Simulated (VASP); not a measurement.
# Pt (Fm-3m) in VASP: a series of runs

The runs below take Pt through relaxation of cell and atoms, single point, with PBE.

Everything below comes from runs of VASP 6.6.1. Logs are shortened: lines on timing, memory, paths and dates and some standing lists are left out, and cuts for length are marked.

**1. The cell of the first run**

Symmetry: Fm-3m, No. 225, cubic system. Conventional cell: a = 3.967 Å, b = 3.967 Å, c = 3.967 Å, α = 90.00°, β = 90.00°, γ = 90.00°. Pt (site symmetry m-3m) has 12 Pt at 2.81 Å within 3.7 Å.

**2. Relaxation of cell and atoms, PBE**

Contents of INCAR:

```
SYSTEM = Pt
PREC = Accurate
ENCUT = 600
EDIFF = 1E-6
ISMEAR = 0
SIGMA = 0.1
LREAL = .False.
LASPH = .True.
NELM = 60
ALGO = Normal
ISIF = 3
LWAVE = .False.
LCHARG = .False.
GGA = PE
IBRION = 2
NSW = 100
EDIFFG = -0.005
```

Contents of KPOINTS:

```
Automatic mesh
0
Gamma
  18 18 18
  0 0 0
```

Contents of POSCAR:

```
Pt
1.0
    0.0000000000      1.9836737137      1.9836737137
    1.9836737137      0.0000000000      1.9836737137
    1.9836737137      1.9836737137      0.0000000000
Pt
1
Direct
    0.0000000000      0.0000000000      0.0000000000
```

Potentials or basis: VASP PAW PBE potentials, release 64 (Pt).

Run with:

```console
> cat potpaw_PBE.64/Pt/POTCAR > POTCAR
> mpirun -np 1 vasp_std > vasp.out
```

OUTCAR:

```text
SYSTEM = Pt
   PREC = Accurate
   ENCUT = 600
   EDIFF = 1E-6
   ISMEAR = 0
   LREAL = .False.
   LASPH = .True.
   NELM = 60
   ISIF = 3
   GGA = PE
   IBRION = 2
   NSW = 100
   EDIFFG = -0.005

 ion  position               nearest neighbor table
   1  0.000  0.000  0.000-

  LATTYP: Found a face centered cubic cell.
 ALAT       =     3.9673474274

  Lattice vectors:

 A1 = (   0.0000000000,   1.9836737137,   1.9836737137)
 A2 = (   1.9836737137,   0.0000000000,   1.9836737137)
 A3 = (   1.9836737137,   1.9836737137,   0.0000000000)

Analysis of symmetry for initial positions (statically):
=====================================================================
 Subroutine PRICEL returns:
 Original cell was already a primitive cell.

 Routine SETGRP: Setting up the symmetry group for a
 face centered cubic supercell.

 Subroutine GETGRP returns: Found 48 space group operations
 (whereof 48 operations were pure point group operations)
 out of a pool of 48 trial point group operations.

The static configuration has the point symmetry O_h .

Analysis of symmetry for dynamics (positions and initial velocities):
=====================================================================
 Subroutine PRICEL returns:
 Original cell was already a primitive cell.

 Routine SETGRP: Setting up the symmetry group for a
 face centered cubic supercell.

 Subroutine GETGRP returns: Found 48 space group operations
 (whereof 48 operations were pure point group operations)
 out of a pool of 48 trial point group operations.

The dynamic configuration has the point symmetry O_h .

 Subroutine INISYM returns: Found 48 space group operations
 (whereof 48 operations are pure point group operations),
 and found     1 'primitive' translations

----------------------------------------------------------------------------------------

                                     Primitive cell

  volume of cell :      15.6114

  direct lattice vectors                    reciprocal lattice vectors
     0.000000000  1.983673714  1.983673714    -0.252057582  0.252057582  0.252057582
     1.983673714  0.000000000  1.983673714     0.252057582 -0.252057582  0.252057582
[... 88 lines left out ...]
   NFREE  =      1    steps in history (QN), initial steepest desc. (CG)
   ISIF   =      3    stress and relaxation
   ISYM   =      2    0-nonsym 1-usesym 2-fastsym
   POTIM  = 0.5000    time-step for ionic-motion
   TEBEG  =    0.0;   TEEND  =   0.0 temperature during run
   PSTRESS=    0.0 pullay stress
   NELECT =      10.0000    total number of electrons
   NUPDOWN=      -1.0000    fix difference up-down
   EMIN   =  10.00;   EMAX   =-10.00  energy-range for DOS
   EFERMI =   0.00;   METHOD = LEGACY
   ISMEAR =     0;   SIGMA  =   0.10  broadening in eV -4-tet -1-fermi 0-gaus
   EFERMI_NEDOS =   21; number of points for ismear=-14 and -15
   IALGO  =     38    algorithm
   IMIX   =      4    mixing-type and parameters
     AMIX     =   0.40;   BMIX     =  1.00
     AMIX_MAG =   1.60;   BMIX_MAG =  1.00
  volume/ion in A,a.u.               =      15.61       105.35
  Fermi-wavevector in a.u.,A,eV,Ry     =   1.411220  2.666818 27.096556  1.991541
  Thomas-Fermi vector in A             =   2.533093
   LORBIT       =      0    0 simple, 1 ext, 2 COOP (PROOUT), +10 PAW based schemes
   GGA     = PE    functional components
   LHFCALC =     F    Hartree Fock is set to
   AEXX    =    0.0000 exact exchange contribution
   IVDW    =     0    specifies the selected vdW correction
   LEPSILON=     F    determine dielectric tensor
   LRPA    =     F    only Hartree local field effects (RPA)
 conjugate gradient relaxation of ions
 non-spin polarized calculation
 Gauss-broadening in eV      SIGMA  =   0.10
  energy-cutoff  :      600.00
  volume of cell :       15.61
 maximum number of plane-waves:       544
   NGX = 11   NGY = 11   NGZ = 11

--------------------------------------- Ionic step        1  -------------------------------------------

 number of electron      10.0000002 magnetization

 Free energy of the ion-electron system (eV)
  ---------------------------------------------------
  ext. energy  EPLUGINS =         0.00000000
  ---------------------------------------------------
  free energy    TOTEN  =        -6.10024094 eV

  energy without entropy =       -6.08900133  energy(sigma->0) =       -6.09462113

------------------------ aborting loop because EDIFF is reached ----------------------------------------

  FORCE on cell =-STRESS in cart. coord.  units (eV):
  Direction    XX          YY          ZZ          XY          YZ          ZX
  --------------------------------------------------------------------------------------
  -------------------------------------------------------------------------------------
  Total        0.0113356      0.0113356      0.0113356      0.0000000      0.0000000      0.0000000
  in kB        1.1633615      1.1633615      1.1633615      0.0000000      0.0000000      0.0000000
  external PRESSURE =       1.1633615 kB  Pullay stress =       0.0000000 kB
[... 57 lines left out ...]
--------------------------------------- Ionic step        3  -------------------------------------------

 number of electron      10.0000002 magnetization

 Free energy of the ion-electron system (eV)
  ---------------------------------------------------
  ext. energy  EPLUGINS =         0.00000000
  ---------------------------------------------------
  free energy    TOTEN  =        -6.10024272 eV

  energy without entropy =       -6.08899505  energy(sigma->0) =       -6.09461889

 E-fermi :  10.6031     XC(G=0): -13.2810

 val. band max:       10.6028420504   @ k =  -0.3333   0.3889   0.1111
 cond. band min:      10.6139673379   @ k =   0.4444   0.1111   0.0000
 fundamental gap:      0.0111252875
 Fermi energy:        10.6031407182

 k-point     1 :       0.0000    0.0000    0.0000
  band No.  band energies     occupation
      1       0.7758      2.00000
      2       7.0237      2.00000
      3       7.0237      2.00000
      4       7.0237      2.00000
      5       9.0570      2.00000
      6       9.0570      2.00000
      7      25.3351      0.00000
      8      30.1036      0.00000
      9      30.1036      0.00000
[... 265 lines left out ...]
 k-point    24 :      -0.2222    0.0556    0.0000
  band No.  band energies     occupation
      1       2.7652      2.00000
      2       6.5619      2.00000
      3       7.3970      2.00000
      4       7.4606      2.00000
      5       8.8809      2.00000
      6       9.5211      2.00000
      7      24.0917      0.00000
      8      27.0746      0.00000
      9      31.3022      0.00000

 [... further k-points ...]
[... 5 lines left out ...]
  --------------------------------------------------------------------------------------
  -------------------------------------------------------------------------------------
  Total       -0.0011718     -0.0011718     -0.0011718      0.0000000      0.0000000      0.0000000
  in kB       -0.1202043     -0.1202043     -0.1202043      0.0000000      0.0000000      0.0000000
  external PRESSURE =      -0.1202043 kB  Pullay stress =       0.0000000 kB
[... 16 lines left out ...]
  FREE ENERGIE OF THE ION-ELECTRON SYSTEM (eV)
  ---------------------------------------------------
  free  energy   TOTEN  =        -6.1002427234 eV

  energy  without entropy=       -6.0889950482  energy(sigma->0) =       -6.09461889

 reached required accuracy - stopping structural energy minimisation
```

OSZICAR:

```text
N       E                     dE             d eps       ncg     rms          rms(c)
DAV:   1     0.420754591912E+02    0.42075E+02   -0.59564E+03  3574   0.116E+03
DAV:   2    -0.604869044070E+01   -0.48124E+02   -0.46302E+02  3683   0.198E+02
DAV:   3    -0.648126425793E+01   -0.43257E+00   -0.42766E+00  4226   0.198E+01
DAV:   4    -0.648270870835E+01   -0.14445E-02   -0.14441E-02  4047   0.118E+00
[... 15 lines left out ...]
DAV:   1    -0.610036241041E+01   -0.13846E-03   -0.27724E-03  3575   0.559E-01    0.720E-02
DAV:   2    -0.610024702729E+01    0.11538E-03   -0.35759E-04  3536   0.166E-01    0.280E-02
DAV:   3    -0.610024168465E+01    0.53426E-05   -0.30073E-05  3608   0.447E-02    0.163E-02
DAV:   4    -0.610024271855E+01   -0.10339E-05   -0.12091E-06  3529   0.882E-03    0.527E-04
DAV:   5    -0.610024272339E+01   -0.48351E-08   -0.17887E-08  1765   0.126E-03
   3 F= -.61002427E+01 E0= -.60946189E+01  d E =-.178804E-05
```

CONTCAR:

```text
Pt
   1.00000000000000
     0.0000000000000000    1.9839914696725454    1.9839914696725454
     1.9839914696725454    0.0000000000000000    1.9839914696725454
     1.9839914696725454    1.9839914696725454   -0.0000000000000000
  Pt
     1
Direct
     0.0000000000000000    0.0000000000000000    0.0000000000000000

  0.00000000E+00  0.00000000E+00  0.00000000E+00
```

Run time: 20 s. Hardware: 1 thread of Intel Xeon 6975P-C (Granite Rapids), shared host; peak memory 0.17 GiB.

What came out:

```
Free energy                            : -6.1002 eV
Relaxed volume                         : 15.62 Å³/atom
Relaxed cell                           : a = 2.806 Å, b = 2.806 Å, c = 2.806 Å, α = 60.00°, β = 60.00°, γ = 60.00°
Space group after relaxing (to 0.05 Å) : Fm-3m (No. 225)
Energy gained by relaxing              : 0.0 meV/atom
Ionic steps                            : 3
Pressure after relaxing                : 0.0 GPa
Band gap on the k mesh                 : zero (band 5 reaches 11.06 eV, above the bottom of band 6 at 8.96 eV)
```

Final structure:
```yaml
crystal:
  lattice:
    - [0.00000, 1.98399, 1.98399]
    - [1.98399, 0.00000, 1.98399]
    - [1.98399, 1.98399, 0.00000]
  atoms:
    - { symbol: Pt, position: [0.00000, 0.00000, 0.00000] }
```

Caveat: spin-orbit coupling is left out, which moves the levels of the heavy elements.

**3. Single point, PBE**

This run uses another cell than the first one, of 15.64 Å³/atom, 1.002 times its volume.

Contents of INCAR:

```
SYSTEM = Pt
PREC     = Accurate       ! precision mode
ENCUT    = 520            ! plane-wave cutoff, eV
EDIFF    = 1E-6           ! SCF threshold, eV
ISMEAR   = 0              ! smearing method
SIGMA    = 0.1            ! smearing width, eV
LREAL    = .FALSE.        ! projectors in reciprocal space
LASPH    = .TRUE.         ! aspherical terms in the spheres
NELM     = 100            ! most SCF steps
ALGO     = Fast           ! electronic algorithm
ISIF     = 2              ! what is computed and relaxed
LWAVE    = .FALSE.        ! write WAVECAR
LCHARG   = .FALSE.        ! write CHGCAR
GGA      = PE             ! functional
ISYM     = 0            
NBANDS   = 11             ! bands
```

Contents of KPOINTS:

```
Automatic mesh
0
G
  12 12 15
  0 0 0
```

Contents of POSCAR:

```
Pt
1.0
    2.8072933478      0.0000000000      0.0000000000
   -1.4036466739      2.4311873550      0.0000000000
    1.4036466739      0.8103957850      2.2921454201
Pt
1
Direct
    0.0000000000      0.0000000000      0.0000000000
```

Potentials or basis: VASP PAW PBE potentials, release 64 (Pt).

Run with:

```console
> cat potpaw_PBE.64/Pt/POTCAR > POTCAR
> mpirun -np 1 vasp_std > vasp.out
```

OUTCAR:

```text
SYSTEM = Pt
   PREC = Accurate
   ENCUT = 520
   EDIFF = 1E-6
   ISMEAR = 0
   LREAL = .FALSE.
   LASPH = .TRUE.
   NELM = 100
   ISIF = 2
   GGA = PE
   ISYM = 0

 ion  position               nearest neighbor table
   1  0.000  0.000  0.000-

IMPORTANT INFORMATION: All symmetrisations will be switched off!
NOSYMM: (Re-)initialisation of all symmetry stuff for point group C_1.

----------------------------------------------------------------------------------------

                                     Primitive cell

[... 497 lines left out ...]
      7      18.8666      0.00000
      8      22.6314      0.00000
      9      23.9710      0.00000
     10      30.5379      0.00000
     11      34.2743      0.00000

 [... further k-points ...]
[... 5 lines left out ...]
  --------------------------------------------------------------------------------------
  -------------------------------------------------------------------------------------
  Total       -0.0534071     -0.0513243     -0.0221452     -0.0018027      0.0005276      0.0009141
  in kB       -5.4696705     -5.2563635     -2.2679920     -0.1846239      0.0540351      0.0936134
  external PRESSURE =      -4.3313420 kB  Pullay stress =       0.0000000 kB

 VOLUME and BASIS-vectors are now :
 -----------------------------------------------------------------------------
  energy-cutoff  :      520.00
  volume of cell :       15.64
      direct lattice vectors                 reciprocal lattice vectors
     2.807293348  0.000000000  0.000000000     0.356215000  0.205660826 -0.290848330
    -1.403646674  2.431187355  0.000000000     0.000000000  0.411321652 -0.145424165
     1.403646674  0.810395785  2.292145420     0.000000000  0.000000000  0.436272494

 POSITION                                       TOTAL-FORCE (eV/Angst)
 -----------------------------------------------------------------------------------
      0.00000      0.00000      0.00000        -0.000002     -0.000000      0.000000
 -----------------------------------------------------------------------------------
    total drift:                               -0.000002     -0.000000      0.000000

  FREE ENERGIE OF THE ION-ELECTRON SYSTEM (eV)
  ---------------------------------------------------
  free  energy   TOTEN  =        -6.1034618042 eV

  energy  without entropy=       -6.0934041577  energy(sigma->0) =       -6.09843298
```

OSZICAR:

```text
N       E                     dE             d eps       ncg     rms          rms(c)
DAV:   1     0.396654375862E+02    0.39665E+02   -0.53311E+03 24303   0.842E+02
DAV:   2    -0.587241388245E+01   -0.45538E+02   -0.43540E+02 27124   0.175E+02
DAV:   3    -0.647885978806E+01   -0.60645E+00   -0.60215E+00 27853   0.193E+01
DAV:   4    -0.648125378526E+01   -0.23940E-02   -0.23938E-02 27361   0.143E+00
DAV:   5    -0.648127354755E+01   -0.19762E-04   -0.19762E-04 27989   0.121E-01    0.116E+01
RMM:   6    -0.613974426725E+01    0.34153E+00   -0.35955E-01 23919   0.510E+00    0.615E+00
RMM:   7    -0.610646358668E+01    0.33281E-01   -0.64587E-02 25081   0.234E+00    0.247E+00
RMM:   8    -0.610372678748E+01    0.27368E-02   -0.74561E-03 25177   0.747E-01    0.566E-01
RMM:   9    -0.610344535323E+01    0.28143E-03   -0.82787E-04 26990   0.250E-01    0.448E-02
RMM:  10    -0.610345960783E+01   -0.14255E-04   -0.12370E-04 28190   0.841E-02    0.444E-02
RMM:  11    -0.610346143492E+01   -0.18271E-05   -0.16346E-05 27014   0.272E-02    0.649E-03
RMM:  12    -0.610346180415E+01   -0.36923E-06   -0.41898E-06 22628   0.144E-02
   1 F= -.61034618E+01 E0= -.60984330E+01  d E =-.100576E-01
```

Wall time 58 s (1 thread of Intel Xeon 6975P-C (Granite Rapids), shared host); peak memory 0.3 GiB.

What came out:

```
Free energy            : -6.1035 eV
Pressure               : -0.4 GPa
Band gap on the k mesh : zero (band 5 reaches 11.04 eV, above the bottom of band 6 at 8.94 eV)
```

Caveat: spin-orbit coupling is left out, which moves the levels of the heavy elements.
